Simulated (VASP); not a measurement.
# CdTe (I-4m2) in VASP: single point with PBEsol

Aim: the single point of CdTe with PBEsol.

Program: VASP 6.6.1. These are calculated values, not measurements. Logs are shortened: lines on timing, memory, paths and dates and some standing lists are left out, and cuts for length are marked.

## (1) The cell of the first run

It takes space group I-4m2 (No. 119, tetragonal). The conventional cell has a = 4.515 Å, b = 4.515 Å, c = 6.704 Å, α = 90.00°, β = 90.00°, γ = 90.00°. Cd (site symmetry -4m2) has 4 Te at 2.81 Å within 3.7 Å. Within 3.7 Å of Te (site symmetry -4m2) lie 4 Cd at 2.81 Å.

## (2) Single point, PBEsol

Contents of INCAR:

```
PREC     = Accurate       # precision mode
ENCUT    = 520            # plane-wave cutoff, eV
EDIFF    = 1E-6           # SCF threshold, eV
ISMEAR   = 0              # smearing method
SIGMA    = 0.05           # smearing width, eV
LREAL    = F              # projectors in reciprocal space
LASPH    = T              # aspherical terms in the spheres
NELM     = 100            # most SCF steps
ALGO     = Normal         # electronic algorithm
ISIF     = 2              # what is computed and relaxed
LWAVE    = F              # write WAVECAR
LCHARG   = F              # write CHGCAR
GGA      = PS             # functional
NBANDS   = 16             # bands
```

Contents of KPOINTS:

```
Automatic mesh
0
Gamma
  8 8 8
```

Contents of POSCAR:

```
CdTe
1.0
    0.0000000000      3.1923289623      3.3519454104
    3.1923289623      0.0000000000      3.3519454104
    3.1923289623      3.1923289623      0.0000000000
Cd Te
1 1
Direct
    0.0000000000      0.0000000000      0.0000000000
    0.7500000000      0.7500000000      0.7500000000
```

Potentials or basis: VASP PAW PBE potentials, release 64 (Cd, Te).

Run with:

```
$ cat potpaw_PBE.64/Cd/POTCAR potpaw_PBE.64/Te/POTCAR > POTCAR
$ mpirun -np 1 vasp_std > vasp.out
```

OUTCAR:

```text
PREC = Accurate
   ENCUT = 520
   EDIFF = 1E-6
   ISMEAR = 0
   LREAL = F
   LASPH = T
   NELM = 100
   ISIF = 2
   GGA = PS

 ion  position               nearest neighbor table
   1  0.000  0.000  0.000-   2 2.81   2 2.81   2 2.81   2 2.81
   2  0.750  0.750  0.750-   1 2.81   1 2.81   1 2.81   1 2.81

  LATTYP: Found a body centered tetragonal cell.
 ALAT       =     4.5146349140
 C/A-ratio  =     1.4849242405

  Lattice vectors:

 A1 = (  -3.1923289623,   0.0000000000,   3.3519454104)
 A2 = (   3.1923289623,   0.0000000000,   3.3519454104)
 A3 = (   0.0000000000,   3.1923289623,  -3.3519454104)

Analysis of symmetry for initial positions (statically):
=====================================================================
 Subroutine PRICEL returns:
 Original cell was already a primitive cell.

 Routine SETGRP: Setting up the symmetry group for a
 body centered tetragonal supercell.

 Subroutine GETGRP returns: Found  8 space group operations
 (whereof  8 operations were pure point group operations)
 out of a pool of 16 trial point group operations.

The static configuration has the point symmetry D_2d.

Analysis of symmetry for dynamics (positions and initial velocities):
=====================================================================
 Subroutine PRICEL returns:
 Original cell was already a primitive cell.

 Routine SETGRP: Setting up the symmetry group for a
 body centered tetragonal supercell.

 Subroutine GETGRP returns: Found  8 space group operations
 (whereof  8 operations were pure point group operations)
 out of a pool of 16 trial point group operations.

The dynamic configuration has the point symmetry D_2d.

 Subroutine INISYM returns: Found  8 space group operations
 (whereof  8 operations are pure point group operations),
 and found     1 'primitive' translations

----------------------------------------------------------------------------------------

                                     Primitive cell

  volume of cell :      68.3191

  direct lattice vectors                    reciprocal lattice vectors
     0.000000000  3.192328962  3.351945410    -0.156625462  0.156625462  0.149167107
     3.192328962  0.000000000  3.351945410     0.156625462 -0.156625462  0.149167107
     3.192328962  3.192328962  0.000000000     0.156625462  0.156625462 -0.149167107

  length of vectors
     4.628876995  4.628876995  4.514634914     0.267046619  0.267046619  0.267046619

  position of ions in fractional coordinates (direct lattice)
     0.000000000  0.000000000  0.000000000
     0.750000000  0.750000000  0.750000000

  ion indices of the primitive-cell ions
   primitive index   ion index
                 1           1
                 2           2

----------------------------------------------------------------------------------------

 KPOINTS: Automatic mesh

Automatic generation of k-mesh.
 Grid dimensions read from file:
 generate k-points for:    8    8    8

 Generating k-lattice:

  Cartesian coordinates                     Fractional coordinates (reciprocal lattice)
    -0.019578183  0.019578183  0.018645888     0.125000000  0.000000000  0.000000000
     0.019578183 -0.019578183  0.018645888     0.000000000  0.125000000  0.000000000
     0.019578183  0.019578183 -0.018645888     0.000000000  0.000000000  0.125000000

  Length of vectors
     0.033380827  0.033380827  0.033380827

  Shift w.r.t. Gamma in fractional coordinates (k-lattice)
     0.000000000  0.000000000  0.000000000

 Subroutine IBZKPT returns following result:
 ===========================================

 Found     59 irreducible k-points:

 Following reciprocal coordinates:
            Coordinates               Weight
  0.000000  0.000000  0.000000      1.000000
  0.125000 -0.000000  0.000000      8.000000
  0.250000 -0.000000  0.000000      8.000000
  0.375000 -0.000000  0.000000      8.000000
  0.500000 -0.000000  0.000000      4.000000
  0.125000  0.125000  0.000000      2.000000
[... 16 lines left out ...]
  0.250000 -0.000000  0.125000     16.000000
  0.375000 -0.000000  0.125000     16.000000
 [... further k-points ...]
   k-points           NKPTS =     59   k-points in BZ     NKDIM =     59   number of bands    NBANDS=     16
   number of dos      NEDOS =    301   number of ions     NIONS =      2
   total plane-waves  NPLWV =  46656
   dimension x,y,z NGX =    36 NGY =   36 NGZ =   36
   dimension x,y,z NGXF=    72 NGYF=   72 NGZF=   72
   ions per type =               1   1
   NGX,Y,Z   is equivalent  to a cutoff of  12.93, 12.93, 13.26 a.u.
   NGXF,Y,Z  is equivalent  to a cutoff of  25.86, 25.86, 26.51 a.u.
 SYSTEM =  unknown system
   PREC   = accura    normal or accurate (medium, high low for compatibility)
   ISTART =      0    job   : 0-new  1-cont  2-samecut
   ICHARG =      2    charge: 1-file 2-atom 10-const
   ISPIN  =      1    spin polarized calculation?
   LNONCOLLINEAR =      F non collinear calculations
   LSORBIT =      F    spin-orbit coupling
   LASPH  =      T    aspherical Exc in radial PAW
   ENCUT  =  520.0 eV  38.22 Ry    6.18 a.u.   8.61  8.61  8.39*2*pi/ulx,y,z
   NELM   =    100;   NELMIN=  2; NELMDL= -5     # of ELM steps
   EDIFF  = 0.1E-05   stopping-criterion for ELM
   LREAL  =      F    real-space projection
   EDIFFG = 0.1E-04   stopping-criterion for IOM
   NSW    =      0    number of steps for IOM
   IBRION =     -1    ionic relax: 0-MD 1-quasi-New 2-CG
   NFREE  =      0    steps in history (QN), initial steepest desc. (CG)
   ISIF   =      2    stress and relaxation
   ISYM   =      2    0-nonsym 1-usesym 2-fastsym
   POTIM  = 0.5000    time-step for ionic-motion
   TEBEG  =    0.0;   TEEND  =   0.0 temperature during run
   PSTRESS=    0.0 pullay stress
   NELECT =      18.0000    total number of electrons
   NUPDOWN=      -1.0000    fix difference up-down
   EMIN   =  10.00;   EMAX   =-10.00  energy-range for DOS
   EFERMI =   0.00;   METHOD = LEGACY
   ISMEAR =     0;   SIGMA  =   0.05  broadening in eV -4-tet -1-fermi 0-gaus
   EFERMI_NEDOS =   21; number of points for ismear=-14 and -15
   IALGO  =     38    algorithm
   IMIX   =      4    mixing-type and parameters
     AMIX     =   0.40;   BMIX     =  1.00
     AMIX_MAG =   1.60;   BMIX_MAG =  1.00
  volume/ion in A,a.u.               =      34.16       230.52
  Fermi-wavevector in a.u.,A,eV,Ry     =   1.049506  1.983279 14.986312  1.101463
  Thomas-Fermi vector in A             =   2.184471
   LORBIT       =      0    0 simple, 1 ext, 2 COOP (PROOUT), +10 PAW based schemes
   GGA     = PS    functional components
   LHFCALC =     F    Hartree Fock is set to
   AEXX    =    0.0000 exact exchange contribution
   IVDW    =     0    specifies the selected vdW correction
   LEPSILON=     F    determine dielectric tensor
   LRPA    =     F    only Hartree local field effects (RPA)
 non-spin polarized calculation
 Gauss-broadening in eV      SIGMA  =   0.05
  energy-cutoff  :      520.00
  volume of cell :       68.32
 maximum number of plane-waves:      1869
 NGX is ok and might be reduce to    36
   NGX = 17   NGY = 17   NGZ = 17

 number of electron      18.0000000 magnetization

 Free energy of the ion-electron system (eV)
  ---------------------------------------------------
  ext. energy  EPLUGINS =         0.00000000
  ---------------------------------------------------
  free energy    TOTEN  =        -5.48332963 eV

  energy without entropy =       -5.48332963  energy(sigma->0) =       -5.48332963

 E-fermi :   2.5076     XC(G=0):  -8.7664

 val. band max:        2.2315825577   @ k =   0.0000   0.0000   0.0000
 cond. band min:       2.8158731662   @ k =   0.0000   0.0000   0.0000
 fundamental gap:      0.5842906086
 Fermi energy:         2.5076296525

 k-point     1 :       0.0000    0.0000    0.0000
  band No.  band energies     occupation
      1      -9.0111      2.00000
      2      -6.0728      2.00000
      3      -6.0604      2.00000
      4      -6.0604      2.00000
      5      -5.8080      2.00000
      6      -5.7998      2.00000
[... 8 lines left out ...]
     15      11.1151      0.00000
     16      11.6651      0.00000

 k-point     2 :       0.1250   -0.0000    0.0000
  band No.  band energies     occupation
      1      -8.9519      2.00000
      2      -6.0586      2.00000
      3      -6.0492      2.00000
      4      -6.0198      2.00000
      5      -5.8077      2.00000
      6      -5.8016      2.00000
[... 8 lines left out ...]
     15      10.5404      0.00000
     16      11.0098      0.00000

 k-point     3 :       0.2500   -0.0000    0.0000
  band No.  band energies     occupation
      1      -8.8081      2.00000
      2      -6.0340      2.00000
      3      -6.0241      2.00000
      4      -5.8746      2.00000
      5      -5.8037      2.00000
      6      -5.8015      2.00000
[... 8 lines left out ...]
     15      10.6377      0.00000
     16      10.6618      0.00000

 k-point     4 :       0.3750   -0.0000    0.0000
  band No.  band energies     occupation
      1      -8.6648      2.00000
      2      -6.0146      2.00000
      3      -6.0025      2.00000
      4      -5.8017      2.00000
      5      -5.7986      2.00000
      6      -5.6198      2.00000
[... 8 lines left out ...]
     15      11.3188      0.00000
     16      11.4700      0.00000
[... 324 lines left out ...]
 k-point    22 :       0.1250    0.0000    0.1250
  band No.  band energies     occupation
      1      -8.9304      2.00000
      2      -6.0517      2.00000
      3      -6.0381      2.00000
      4      -6.0169      2.00000
      5      -5.8073      2.00000
      6      -5.8006      2.00000
[... 8 lines left out ...]
     15      10.6846      0.00000
     16      11.3892      0.00000

 k-point    23 :       0.2500   -0.0000    0.1250
  band No.  band energies     occupation
      1      -8.8138      2.00000
      2      -6.0293      2.00000
      3      -6.0146      2.00000
      4      -5.9188      2.00000
      5      -5.8034      2.00000
      6      -5.7921      2.00000
[... 8 lines left out ...]
     15      11.1480      0.00000
     16      11.5886      0.00000

 k-point    24 :       0.3750   -0.0000    0.1250
  band No.  band energies     occupation
      1      -8.6713      2.00000
      2      -6.0084      2.00000
      3      -5.9922      2.00000
      4      -5.8331      2.00000
      5      -5.7933      2.00000
      6      -5.6540      2.00000
[... 8 lines left out ...]
     15      11.2905      0.00000
     16      12.0062      0.00000

 [... further k-points ...]

------------------------ aborting loop because EDIFF is reached ----------------------------------------

  FORCE on cell =-STRESS in cart. coord.  units (eV):
  Direction    XX          YY          ZZ          XY          YZ          ZX
  --------------------------------------------------------------------------------------
  -------------------------------------------------------------------------------------
  Total        0.1817059      0.1817059     -0.2089091      0.0000000     -0.0000000      0.0000000
  in kB        4.2612527      4.2612527     -4.8992061      0.0000000     -0.0000000      0.0000000
  external PRESSURE =       1.2077665 kB  Pullay stress =       0.0000000 kB

 VOLUME and BASIS-vectors are now :
 -----------------------------------------------------------------------------
  energy-cutoff  :      520.00
  volume of cell :       68.32
      direct lattice vectors                 reciprocal lattice vectors
     0.000000000  3.192328962  3.351945410    -0.156625462  0.156625462  0.149167107
     3.192328962  0.000000000  3.351945410     0.156625462 -0.156625462  0.149167107
     3.192328962  3.192328962  0.000000000     0.156625462  0.156625462 -0.149167107

 POSITION                                       TOTAL-FORCE (eV/Angst)
 -----------------------------------------------------------------------------------
      0.00000      0.00000      0.00000        -0.000000     -0.000000      0.000000
      4.78849      4.78849      5.02792         0.000000      0.000000     -0.000000
 -----------------------------------------------------------------------------------
    total drift:                                0.000000      0.000000      0.000000

  FREE ENERGIE OF THE ION-ELECTRON SYSTEM (eV)
  ---------------------------------------------------
  free  energy   TOTEN  =        -5.4833296310 eV

  energy  without entropy=       -5.4833296310  energy(sigma->0) =       -5.48332963
```

It took 61 s on 1 thread of Intel Xeon 6975P-C (Granite Rapids), shared host; peak memory 0.24 GiB.

Results:

| Property | Result |
| --- | --- |
| Free energy | -5.4833 eV |
| Pressure | 0.1 GPa |
| Band gap on the k mesh | 0.58 eV, direct |

Caveat: the PAW data sets were made with another functional, which shifts forces and pressure a little; spin-orbit coupling is left out, which moves the levels of the heavy elements.
